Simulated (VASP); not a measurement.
# CdTe in VASP: notebook, part 2 of 3

VASP 6.6.1. Earlier steps stand in the parts before.

## Step 3: Single point, r2SCAN (strain -1.0%)

POSCAR

```
CdTe
1.0
    0.0000000000      3.2471555647      3.2471555647
    3.2471555647      0.0000000000      3.2471555647
    3.2471555647      3.2471555647      0.0000000000
Cd Te
1 1
Direct
    0.0000000000      0.0000000000      0.0000000000
    0.2500000000      0.2500000000      0.2500000000
```

INCAR.step1

```
SYSTEM = CdTe
ALGO = Normal
EDIFF = 1E-4
ENCUT = 520
GGA = PE
ISMEAR = 0
LASPH = .True.
LCHARG = .False.
LREAL = .False.
LWAVE = .True.
NBANDS = 16
NELM = 60
PREC = Accurate
SIGMA = 0.01
```

INCAR.step2

```
SYSTEM = CdTe
ALGO = Normal
EDIFF = 1E-7
ENCUT = 520
ISIF = 2
ISMEAR = 0
ISTART = 1
LASPH = .True.
LCHARG = .False.
LMIXTAU = .True.
LREAL = .False.
LWAVE = .False.
METAGGA = R2SCAN
NBANDS = 16
NELM = 60
PREC = Accurate
SIGMA = 0.01
```

KPOINTS

```
k-points
0
Gamma
  6 6 6
  0 0 0
```

Potentials or basis: VASP PAW PBE potentials, release 64 (Cd, Te).

Run with:

```console
> cat potpaw_PBE.64/Cd/POTCAR potpaw_PBE.64/Te/POTCAR > POTCAR
> cp INCAR.step1 INCAR
> mpirun -np 1 vasp_std > vasp.out
> cp INCAR.step2 INCAR
> mpirun -np 1 vasp_std > vasp.out
```

OUTCAR:

```text
SYSTEM = CdTe
   EDIFF = 1E-7
   ENCUT = 520
   ISIF = 2
   ISMEAR = 0
   ISTART = 1
   LASPH = .True.
   LREAL = .False.
   METAGGA = R2SCAN
   NELM = 60
   PREC = Accurate

 ion  position               nearest neighbor table
   1  0.000  0.000  0.000-   2 2.81   2 2.81   2 2.81   2 2.81
   2  0.250  0.250  0.250-   1 2.81   1 2.81   1 2.81   1 2.81

  LATTYP: Found a face centered cubic cell.
 ALAT       =     6.4943111294

  Lattice vectors:

 A1 = (   0.0000000000,   3.2471555647,   3.2471555647)
 A2 = (   3.2471555647,   0.0000000000,   3.2471555647)
 A3 = (   3.2471555647,   3.2471555647,   0.0000000000)

Analysis of symmetry for initial positions (statically):
=====================================================================
 Subroutine PRICEL returns:
 Original cell was already a primitive cell.

 Routine SETGRP: Setting up the symmetry group for a
 face centered cubic supercell.

 Subroutine GETGRP returns: Found 24 space group operations
 (whereof 24 operations were pure point group operations)
 out of a pool of 48 trial point group operations.

The static configuration has the point symmetry T_d .

Analysis of symmetry for dynamics (positions and initial velocities):
=====================================================================
 Subroutine PRICEL returns:
 Original cell was already a primitive cell.

 Routine SETGRP: Setting up the symmetry group for a
 face centered cubic supercell.

 Subroutine GETGRP returns: Found 24 space group operations
 (whereof 24 operations were pure point group operations)
 out of a pool of 48 trial point group operations.

The dynamic configuration has the point symmetry T_d .

 Subroutine INISYM returns: Found 24 space group operations
 (whereof 24 operations are pure point group operations),
 and found     1 'primitive' translations

----------------------------------------------------------------------------------------

                                     Primitive cell

  volume of cell :      68.4761

  direct lattice vectors                    reciprocal lattice vectors
     0.000000000  3.247155565  3.247155565    -0.153980920  0.153980920  0.153980920
     3.247155565  0.000000000  3.247155565     0.153980920 -0.153980920  0.153980920
     3.247155565  3.247155565  0.000000000     0.153980920  0.153980920 -0.153980920

  length of vectors
     4.592171439  4.592171439  4.592171439     0.266702776  0.266702776  0.266702776

  position of ions in fractional coordinates (direct lattice)
     0.000000000  0.000000000  0.000000000
     0.250000000  0.250000000  0.250000000

  ion indices of the primitive-cell ions
   primitive index   ion index
                 1           1
                 2           2

----------------------------------------------------------------------------------------

 KPOINTS: k-points

Automatic generation of k-mesh.
 Grid dimensions read from file:
 generate k-points for:    6    6    6

 Generating k-lattice:

  Cartesian coordinates                     Fractional coordinates (reciprocal lattice)
    -0.025663487  0.025663487  0.025663487     0.166666667  0.000000000  0.000000000
     0.025663487 -0.025663487  0.025663487     0.000000000  0.166666667  0.000000000
     0.025663487  0.025663487 -0.025663487     0.000000000  0.000000000  0.166666667

  Length of vectors
     0.044450463  0.044450463  0.044450463

  Shift w.r.t. Gamma in fractional coordinates (k-lattice)
     0.000000000  0.000000000  0.000000000

 Subroutine IBZKPT returns following result:
 ===========================================

 Found     16 irreducible k-points:

 Following reciprocal coordinates:
            Coordinates               Weight
  0.000000  0.000000  0.000000      1.000000
  0.166667  0.000000  0.000000      8.000000
  0.333333  0.000000  0.000000      8.000000
  0.500000  0.000000  0.000000      4.000000
  0.166667  0.166667  0.000000      6.000000
  0.333333  0.166667  0.000000     24.000000
[... 8 lines left out ...]
 -0.333333  0.333333  0.166667     24.000000
 -0.333333  0.500000  0.166667     12.000000
   k-points           NKPTS =     16   k-points in BZ     NKDIM =     16   number of bands    NBANDS=     16
   number of dos      NEDOS =    301   number of ions     NIONS =      2
   total plane-waves  NPLWV =  46656
   dimension x,y,z NGX =    36 NGY =   36 NGZ =   36
   dimension x,y,z NGXF=    72 NGYF=   72 NGZF=   72
   ions per type =               1   1
   NGX,Y,Z   is equivalent  to a cutoff of  13.03, 13.03, 13.03 a.u.
   NGXF,Y,Z  is equivalent  to a cutoff of  26.07, 26.07, 26.07 a.u.
 SYSTEM =  CdTe
   PREC   = accura    normal or accurate (medium, high low for compatibility)
   ISTART =      1    job   : 0-new  1-cont  2-samecut
   ICHARG =      0    charge: 1-file 2-atom 10-const
   ISPIN  =      1    spin polarized calculation?
   LNONCOLLINEAR =      F non collinear calculations
   LSORBIT =      F    spin-orbit coupling
   LASPH  =      T    aspherical Exc in radial PAW
   ENCUT  =  520.0 eV  38.22 Ry    6.18 a.u.   8.54  8.54  8.54*2*pi/ulx,y,z
   NELM   =     60;   NELMIN=  2; NELMDL=  0     # of ELM steps
   EDIFF  = 0.1E-06   stopping-criterion for ELM
   LREAL  =      F    real-space projection
   EDIFFG = 0.1E-05   stopping-criterion for IOM
   NSW    =      0    number of steps for IOM
   IBRION =     -1    ionic relax: 0-MD 1-quasi-New 2-CG
   NFREE  =      0    steps in history (QN), initial steepest desc. (CG)
   ISIF   =      2    stress and relaxation
   ISYM   =      2    0-nonsym 1-usesym 2-fastsym
   POTIM  = 0.5000    time-step for ionic-motion
   TEBEG  =    0.0;   TEEND  =   0.0 temperature during run
   PSTRESS=    0.0 pullay stress
   NELECT =      18.0000    total number of electrons
   NUPDOWN=      -1.0000    fix difference up-down
   EMIN   =  10.00;   EMAX   =-10.00  energy-range for DOS
   EFERMI =   0.00;   METHOD = LEGACY
   ISMEAR =     0;   SIGMA  =   0.01  broadening in eV -4-tet -1-fermi 0-gaus
   EFERMI_NEDOS =   21; number of points for ismear=-14 and -15
   IALGO  =     38    algorithm
   IMIX   =      4    mixing-type and parameters
     AMIX     =   0.40;   BMIX     =  1.00
     AMIX_MAG =   1.60;   BMIX_MAG =  1.00
  volume/ion in A,a.u.               =      34.24       231.05
  Fermi-wavevector in a.u.,A,eV,Ry     =   1.048703  1.981762 14.963392  1.099778
  Thomas-Fermi vector in A             =   2.183636
   LORBIT       =      0    0 simple, 1 ext, 2 COOP (PROOUT), +10 PAW based schemes
   METAGGA = R2SCAN    functional components
   LHFCALC =     F    Hartree Fock is set to
   AEXX    =    0.0000 exact exchange contribution
   IVDW    =     0    specifies the selected vdW correction
   LEPSILON=     F    determine dielectric tensor
   LRPA    =     F    only Hartree local field effects (RPA)
 non-spin polarized calculation
 Gauss-broadening in eV      SIGMA  =   0.01
  energy-cutoff  :      520.00
  volume of cell :       68.48
 maximum number of plane-waves:      1868
 NGX is ok and might be reduce to    36
   NGX = 17   NGY = 17   NGZ = 17

 number of electron      17.9999998 magnetization

 Free energy of the ion-electron system (eV)
  ---------------------------------------------------
  ext. energy  EPLUGINS =         0.00000000
  ---------------------------------------------------
  free energy    TOTEN  =       -46.63203172 eV

  energy without entropy =      -46.63203172  energy(sigma->0) =      -46.63203172

 E-fermi :   2.0974     XC(G=0):  -9.0747

 val. band max:        2.0471035579   @ k =   0.0000   0.0000   0.0000
 cond. band min:       3.2987660307   @ k =   0.0000   0.0000   0.0000
 fundamental gap:      1.2516624729
 Fermi energy:         2.0973691716

 k-point     1 :       0.0000    0.0000    0.0000
  band No.  band energies     occupation
      1      -9.4441      2.00000
      2      -6.4960      2.00000
      3      -6.4960      2.00000
      4      -6.4960      2.00000
      5      -6.2161      2.00000
      6      -6.2161      2.00000
[... 8 lines left out ...]
     15      11.8657      0.00000
     16      11.8657      0.00000
[... 267 lines left out ...]
 k-point    16 :      -0.3333    0.5000    0.1667
  band No.  band energies     occupation
      1      -8.9204      2.00000
      2      -6.3559      2.00000
      3      -6.3555      2.00000
      4      -6.2658      2.00000
      5      -6.2025      2.00000
      6      -5.6344      2.00000
[... 8 lines left out ...]
     15      13.6615      0.00000
     16      14.0596      0.00000

------------------------ aborting loop because EDIFF is reached ----------------------------------------

  FORCE on cell =-STRESS in cart. coord.  units (eV):
  Direction    XX          YY          ZZ          XY          YZ          ZX
  --------------------------------------------------------------------------------------
  -------------------------------------------------------------------------------------
  Total        0.5916376      0.5916376      0.5916376      0.0000000      0.0000000     -0.0000000
  in kB       13.8429006     13.8429006     13.8429006      0.0000000      0.0000000     -0.0000000
  external PRESSURE =      13.8429006 kB  Pullay stress =       0.0000000 kB

 VOLUME and BASIS-vectors are now :
 -----------------------------------------------------------------------------
  energy-cutoff  :      520.00
  volume of cell :       68.48
      direct lattice vectors                 reciprocal lattice vectors
     0.000000000  3.247155565  3.247155565    -0.153980920  0.153980920  0.153980920
     3.247155565  0.000000000  3.247155565     0.153980920 -0.153980920  0.153980920
     3.247155565  3.247155565  0.000000000     0.153980920  0.153980920 -0.153980920

 POSITION                                       TOTAL-FORCE (eV/Angst)
 -----------------------------------------------------------------------------------
      0.00000      0.00000      0.00000         0.000000      0.000000      0.000000
      1.62358      1.62358      1.62358        -0.000000     -0.000000     -0.000000
 -----------------------------------------------------------------------------------
    total drift:                               -0.000001     -0.000001     -0.000001

  FREE ENERGIE OF THE ION-ELECTRON SYSTEM (eV)
  ---------------------------------------------------
  free  energy   TOTEN  =       -46.6320317203 eV

  energy  without entropy=      -46.6320317203  energy(sigma->0) =      -46.63203172
```

OUTCAR.step1:

```text
SYSTEM = CdTe
   EDIFF = 1E-4
   ENCUT = 520
   GGA = PE
   ISMEAR = 0
   LASPH = .True.
   LREAL = .False.
[... 514 lines left out ...]
      0.00000      0.00000      0.00000        -0.000000     -0.000000     -0.000000
      1.62358      1.62358      1.62358         0.000000      0.000000      0.000000
 -----------------------------------------------------------------------------------
    total drift:                               -0.000000     -0.000000     -0.000000

  FREE ENERGIE OF THE ION-ELECTRON SYSTEM (eV)
  ---------------------------------------------------
  free  energy   TOTEN  =        -4.7767238261 eV

  energy  without entropy=       -4.7767238261  energy(sigma->0) =       -4.77672383
```

Wall time 70 s (1 thread of Intel Xeon Platinum 8559C (Emerald Rapids), shared host); peak memory 0.22 GiB.

Results:

| Quantity | Value |
| --- | --- |
| Free energy | -46.6320 eV |
| Pressure | 1.4 GPa |
| Band gap on the k mesh | 1.25 eV, direct |

Caveat: the cell differs from its parent crystal (strain -1.0%); the PAW data sets were made with another functional, which shifts forces and pressure a little; spin-orbit coupling is left out, which moves the levels of the heavy elements.

(Part 2 of 3 ends here.)
